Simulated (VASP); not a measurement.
# Li5Re3 (Pmmm) in VASP: single point with PBE

Aim: the single point of Li5Re3 with PBE.

All numbers are computed with VASP 6.6.1; they aren't measurements. Logs are shortened: lines on timing, memory, paths and dates and some standing lists are left out, and cuts for length are marked.

## (1) The cell of the first run

It takes space group Pmmm (No. 47, orthorhombic). Conventional cell: a = 4.315 Å, b = 4.778 Å, c = 5.403 Å, α = 90.00°, β = 90.00°, γ = 90.00°. Within 3.3 Å of Li (site symmetry mmm) lie 6 Li at 2.53 to 2.70 Å and 8 Re at 2.78 to 3.22 Å. Li (site symmetry mmm) has 10 Li at 2.56 to 3.22 Å and 4 Re at 2.71 Å within 3.4 Å. Li (site symmetry mmm) has 6 Re at 2.51 to 2.70 Å and 8 Li at 2.76 to 3.22 Å within 3.3 Å. Li (site symmetry mm2) has 8 Li at 2.53 to 2.76 Å and 6 Re at 2.73 to 3.22 Å within 3.3 Å. Re (site symmetry mm2) has 10 Li at 2.51 to 3.22 Å and 4 Re at 2.57 to 2.84 Å within 3.3 Å. Re (site symmetry mmm) has 4 Re at 2.58 Å and 10 Li at 2.70 to 3.22 Å within 3.4 Å.

The cell was generated, and may not be a known phase.

## (2) Single point, PBE, collinear spin

File INCAR:

```
SYSTEM = Li5Re3
PREC = Accurate
ENCUT = 520
EDIFF = 1E-6
ISMEAR = 0
SIGMA = 0.1
LREAL = .False.
LASPH = .True.
NELM = 150
ALGO = Normal
ISIF = 2
LWAVE = .False.
LCHARG = .False.
ISPIN = 2
MAGMOM = 0 0 0 0 0 1 1 1
LORBIT = 11
LMAXMIX = 4
GGA = PE
NBANDS = 32
```

File KPOINTS:

```
regular mesh
0
Gamma
  4 4 4
  0 0 0
```

File POSCAR:

```
Li5Re3
1.0
    4.3151637561      0.0000000000      0.0000000000
    0.0000000000      4.7775352638      0.0000000000
    0.0000000000      0.0000000000      5.4034448518
Li Re
5 3
Direct
    0.0000000000      0.0000000000      0.5000000000
    0.0000000000      0.0000000000      0.0000000000
    0.5000000000      0.5000000000      0.0000000000
    0.5000000000      0.0000000000      0.7444053123
    0.5000000000      0.0000000000      0.2555946877
    0.0000000000      0.5000000000      0.7625202354
    0.0000000000      0.5000000000      0.2374797646
    0.5000000000      0.5000000000      0.5000000000
```

Potentials or basis: VASP PAW PBE potentials, release 64 (Li_sv, Re).

Started as:

```console
cat potpaw_PBE.64/Li_sv/POTCAR potpaw_PBE.64/Re/POTCAR > POTCAR
mpirun -np 1 vasp_std > vasp.out
```

OUTCAR:

```text
SYSTEM = Li5Re3
   PREC = Accurate
   ENCUT = 520
   EDIFF = 1E-6
   ISMEAR = 0
   LREAL = .False.
   LASPH = .True.
   NELM = 150
   ISIF = 2
   ISPIN = 2
   LORBIT = 11
   GGA = PE

 ion  position               nearest neighbor table
   1  0.000  0.000  0.500-   4 2.53   5 2.53   4 2.53   5 2.53   6 2.78   7 2.78   6 2.78   7 2.78

   2  0.000  0.000  0.000-   4 2.56   5 2.56   4 2.56   5 2.56   6 2.71   7 2.71   6 2.71   7 2.71

   3  0.500  0.500  0.000-   6 2.51   7 2.51   6 2.51   7 2.51   8 2.70   8 2.70
   4  0.500  0.000  0.744-   1 2.53   1 2.53   2 2.56   2 2.56   8 2.73   8 2.73
   5  0.500  0.000  0.256-   1 2.53   1 2.53   2 2.56   2 2.56   8 2.73   8 2.73
   6  0.000  0.500  0.763-   3 2.51   3 2.51   7 2.57   8 2.58   8 2.58   2 2.71   2 2.71   1 2.78
                             1 2.78   7 2.84
   7  0.000  0.500  0.237-   3 2.51   3 2.51   6 2.57   8 2.58   8 2.58   2 2.71   2 2.71   1 2.78
                             1 2.78   6 2.84
   8  0.500  0.500  0.500-   6 2.58   7 2.58   6 2.58   7 2.58   3 2.70   3 2.70   4 2.73   5 2.73
                             5 2.73   4 2.73

  LATTYP: Found a simple orthorhombic cell.
 ALAT       =     4.3151637561
 B/A-ratio  =     1.1071503966
 C/A-ratio  =     1.2521992576

  Lattice vectors:

 A1 = (   4.3151637561,   0.0000000000,   0.0000000000)
 A2 = (   0.0000000000,   4.7775352638,   0.0000000000)
 A3 = (   0.0000000000,   0.0000000000,   5.4034448518)

Analysis of symmetry for initial positions (statically):
=====================================================================
 Subroutine PRICEL returns:
 Original cell was already a primitive cell.

 Routine SETGRP: Setting up the symmetry group for a
 simple orthorhombic supercell.

 Subroutine GETGRP returns: Found  8 space group operations
 (whereof  8 operations were pure point group operations)
 out of a pool of  8 trial point group operations.

The static configuration has the point symmetry D_2h.

Analysis of symmetry for dynamics (positions and initial velocities):
=====================================================================
 Subroutine PRICEL returns:
 Original cell was already a primitive cell.

 Routine SETGRP: Setting up the symmetry group for a
 simple orthorhombic supercell.

 Subroutine GETGRP returns: Found  8 space group operations
 (whereof  8 operations were pure point group operations)
 out of a pool of  8 trial point group operations.

The dynamic configuration has the point symmetry D_2h.

Analysis of structural, dynamic, and magnetic symmetry:
=====================================================================
 Subroutine PRICEL returns:
 Original cell was already a primitive cell.

[... 166 lines left out ...]

  energy without entropy =      -44.38648068  energy(sigma->0) =      -44.39665440

 E-fermi :   3.8223     XC(G=0): -10.4316

 val. band max:        3.8194714608   @ k =   0.0000   0.2500   0.2500
 cond. band min:       3.8726959618   @ k =   0.2500   0.5000   0.2500
 fundamental gap:      0.0532245010
 Fermi energy:         3.8222525100

 spin component 1

 k-point     1 :       0.0000    0.0000    0.0000
  band No.  band energies     occupation
      1     -41.8501      1.00000
      2     -41.8212      1.00000
      3     -41.3692      1.00000
      4     -41.2807      1.00000
      5     -40.5983      1.00000
      6      -3.0182      1.00000
[... 781 lines left out ...]
     29      11.6803      0.00000
     30      12.6685      0.00000

 [... further k-points ...]

 spin component 2

 k-point     1 :       0.0000    0.0000    0.0000
  band No.  band energies     occupation
      1     -41.8501      1.00000
      2     -41.8212      1.00000
      3     -41.3693      1.00000
      4     -41.2807      1.00000
      5     -40.5983      1.00000
      6      -3.0182      1.00000
[... 781 lines left out ...]
     29      11.6802      0.00000
     30      12.6686      0.00000

 [... further k-points ...]

 [bands above 30 left out]

------------------------ aborting loop because EDIFF is reached ----------------------------------------

  FORCE on cell =-STRESS in cart. coord.  units (eV):
  Direction    XX          YY          ZZ          XY          YZ          ZX
  --------------------------------------------------------------------------------------
  -------------------------------------------------------------------------------------
  Total       -0.4189112     -0.2129249     -0.3891253      0.0000000      0.0000000      0.0000000
  in kB       -6.0250498     -3.0624229     -5.5966506      0.0000000      0.0000000      0.0000000
  external PRESSURE =      -4.8947078 kB  Pullay stress =       0.0000000 kB

 VOLUME and BASIS-vectors are now :
 -----------------------------------------------------------------------------
  energy-cutoff  :      520.00
  volume of cell :      111.40
      direct lattice vectors                 reciprocal lattice vectors
     4.315163756  0.000000000  0.000000000     0.231740916  0.000000000  0.000000000
     0.000000000  4.777535264  0.000000000     0.000000000  0.209312950  0.000000000
     0.000000000  0.000000000  5.403444852     0.000000000  0.000000000  0.185067124

 POSITION                                       TOTAL-FORCE (eV/Angst)
 -----------------------------------------------------------------------------------
      0.00000      0.00000      2.70172        -0.000000      0.000000      0.000000
      0.00000      0.00000      0.00000        -0.000000      0.000000      0.000000
      2.15758      2.38877      0.00000        -0.000000      0.000000      0.000000
      2.15758      0.00000      4.02235        -0.000000      0.000000     -0.005861
      2.15758      0.00000      1.38109        -0.000000      0.000000      0.005861
      0.00000      2.38877      4.12024         0.000000      0.000000      0.026138
      0.00000      2.38877      1.28321        -0.000000      0.000000     -0.026138
      2.15758      2.38877      2.70172        -0.000000      0.000000      0.000000
 -----------------------------------------------------------------------------------
    total drift:                                0.000000     -0.000000     -0.000000

  FREE ENERGIE OF THE ION-ELECTRON SYSTEM (eV)
  ---------------------------------------------------
  free  energy   TOTEN  =       -44.4068281255 eV

  energy  without entropy=      -44.3864806787  energy(sigma->0) =      -44.39665440

 total charge

# of ion       s       p       d       tot
------------------------------------------
    1        2.039   0.078   0.000   2.117
    2        2.049   0.087   0.000   2.136
    3        2.061   0.116   0.000   2.177
    4        2.038   0.070   0.000   2.107
    5        2.038   0.070   0.000   2.107
    6        0.669   0.432   4.830   5.930
    7        0.669   0.432   4.830   5.930
    8        0.674   0.471   4.823   5.968
--------------------------------------------------
tot         12.236   1.755  14.482  28.473

 magnetization (x)

# of ion       s       p       d       tot
------------------------------------------
    1        0.000   0.000   0.000   0.000
    2        0.000  -0.000   0.000  -0.000
    3        0.000   0.000   0.000   0.000
    4       -0.000   0.000   0.000   0.000
    5       -0.000   0.000   0.000   0.000
    6        0.000   0.000   0.000   0.000
    7        0.000   0.000   0.000   0.000
    8        0.000   0.000   0.000   0.000
--------------------------------------------------
tot          0.000   0.000   0.000   0.000
```

OSZICAR:

```text
N       E                     dE             d eps       ncg     rms          rms(c)
DAV:   1     0.184150477921E+03    0.18415E+03   -0.14330E+04  6688   0.133E+03
DAV:   2    -0.121945108470E+02   -0.19634E+03   -0.17751E+03  5856   0.476E+02
DAV:   3    -0.370451370700E+02   -0.24851E+02   -0.24007E+02  6864   0.146E+02
DAV:   4    -0.446332101163E+02   -0.75881E+01   -0.74681E+01  6864   0.371E+01
DAV:   5    -0.470715970502E+02   -0.24384E+01   -0.24327E+01  6848   0.259E+01    0.429E+01
DAV:   6    -0.447140858590E+02    0.23575E+01   -0.15703E+01  6632   0.515E+01    0.855E+00
DAV:   7    -0.445222655374E+02    0.19182E+00   -0.16489E+00  6328   0.136E+01    0.641E+00
DAV:   8    -0.444915090623E+02    0.30756E-01   -0.53544E-01  6832   0.125E+01    0.352E+00
DAV:   9    -0.444081646725E+02    0.83344E-01   -0.15033E-01  6704   0.764E+00    0.690E-01
DAV:  10    -0.444070812064E+02    0.10835E-02   -0.14677E-02  6464   0.111E+00    0.465E-01
DAV:  11    -0.444068781895E+02    0.20302E-03   -0.25131E-03  6776   0.531E-01    0.190E-01
DAV:  12    -0.444068138211E+02    0.64368E-04   -0.55327E-04  6520   0.172E-01    0.845E-02
DAV:  13    -0.444068283313E+02   -0.14510E-04   -0.93899E-05  6736   0.961E-02    0.398E-02
DAV:  14    -0.444068284124E+02   -0.81098E-07   -0.11726E-05  6096   0.430E-02    0.117E-02
DAV:  15    -0.444068281255E+02    0.28690E-06   -0.11430E-06  3328   0.192E-02
   1 F= -.44406828E+02 E0= -.44396654E+02  d E =-.203474E-01  mag=    -0.0002
```

Wall time 96 s (1 thread of Intel Xeon 6975P-C (Granite Rapids), shared host); peak memory 0.32 GiB.

What came out:

```
Free energy                                           : -44.4068 eV
Largest force                                         : 0.026 eV/Å
Band gap on the k mesh                                : zero (filled and empty bands overlap)
Net moment                                            : 0.00 μB per cell
Valence electrons inside the program's atomic spheres : Li 2.12, 2.14, 2.18, 2.11 (each value once); Re 5.93, 5.97 (each value once)
```

Forces in eV/Å, atoms in the order of the input:
```
Li   0.000  0.000  0.000
Li   0.000  0.000  0.000
Li   0.000  0.000  0.000
Li   0.000  0.000 -0.006
Li   0.000  0.000  0.006
Re   0.000  0.000  0.026
Re   0.000  0.000 -0.026
Re   0.000  0.000  0.000
```

Levels at points of the mesh, in eV from the Fermi level:
Spin up:
```
           k point  band 15  band 16  band 17  band 18  band 19  band 20  band 21  band 22
(0.00, 0.00, 0.00)    -1.18    -1.10    -0.55    -0.15     0.12     0.70     1.84     2.13
(0.50, 0.00, 0.00)    -1.53    -1.00    -0.60     0.74     1.44     1.56     1.92     1.96
(0.00, 0.50, 0.00)    -1.43    -0.60    -0.14     0.13     0.20     1.53     1.96     2.17
(0.50, 0.50, 0.00)    -0.91    -0.56     0.21     0.91     0.92     1.47     1.54     1.58
(0.00, 0.00, 0.50)    -1.42    -1.33    -0.84    -0.64    -0.57    -0.19     2.36     2.55
(0.50, 0.00, 0.50)    -1.49    -1.38    -1.19    -1.10    -0.21     0.11     1.66     1.98
(0.00, 0.50, 0.50)    -1.33    -1.12    -0.72    -0.64    -0.27     0.72     0.85     1.56
(0.50, 0.50, 0.50)    -1.75    -0.77    -0.60    -0.38    -0.16     0.60     0.90     0.99
```
Spin down:
```
           k point  band 16  band 17  band 18  band 19  band 20  band 21
(0.00, 0.00, 0.00)    -1.10    -0.55    -0.15     0.12     0.70     1.84
(0.50, 0.00, 0.00)    -1.00    -0.60     0.74     1.44     1.56     1.92
(0.00, 0.50, 0.00)    -0.60    -0.14     0.13     0.20     1.53     1.96
(0.50, 0.50, 0.00)    -0.56     0.21     0.91     0.92     1.47     1.54
(0.00, 0.00, 0.50)    -1.33    -0.84    -0.64    -0.57    -0.19     2.36
(0.50, 0.00, 0.50)    -1.38    -1.19    -1.10    -0.21     0.11     1.66
(0.00, 0.50, 0.50)    -1.12    -0.72    -0.64    -0.27     0.72     0.85
(0.50, 0.50, 0.50)    -0.77    -0.60    -0.38    -0.16     0.60     0.90
```

Caveat: the k points lie up to 0.36 Å⁻¹ apart, too coarse for converged energies and pressures of a metal; the cutoff is under 1.25 times the usual one of these potentials, so pressure, stress and relaxed cells hold a basis-set (Pulay) error; spin-orbit coupling is left out, which moves the levels of the heavy elements.

The gap in the log of VASP goes by the Fermi energy; the results here count the filled bands.